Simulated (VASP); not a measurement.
Runs of VASP 6.6.1 on ZnSe (Stilleite). The structure is cubic, space group F-43m (No. 216). Conventional cell: a = 5.668 Å, b = 5.668 Å, c = 5.668 Å, α = 90.00°, β = 90.00°, γ = 90.00°. Zn (site symmetry -43m) has 4 Se at 2.45 Å within 3.2 Å. Se (site symmetry -43m) has 4 Zn at 2.45 Å within 3.2 Å. 

| k mesh | gap on the mesh (eV) | pressure (GPa) |
| --- | --- | --- |
| 9 × 9 × 9 | 2.08 | -1.8 |
| 6 × 6 × 6 | 2.08 | -1.8 |
| 7 × 7 × 7 | 2.08 | -1.8 |
| 4 × 4 × 4 | 2.07 | (a) |
| 3 × 3 × 3 | (b) | -0.6 |
| 2 × 2 × 2 | 1.95 | 3.9 |

Alike in all rows: task single point; level r2SCAN+D3(BJ)+U; potentials or basis VASP PAW PBE potentials, release 64 (Zn, Se); no spin polarisation; Zn d U = 3.5 eV; cell as given; cutoff (eV) 520; smearing gaussian 0.01 eV.

**Question.** Estimate the missing entries.

**Answer.** (a) -1.5; (b) 2.04.

Caveats: some runs use coarse meshes; three body term missing; the PAW data sets were made with another functional, which shifts forces and pressure a little.

A k mesh can miss the band edges, and the runs leave out spin-orbit coupling on Se.
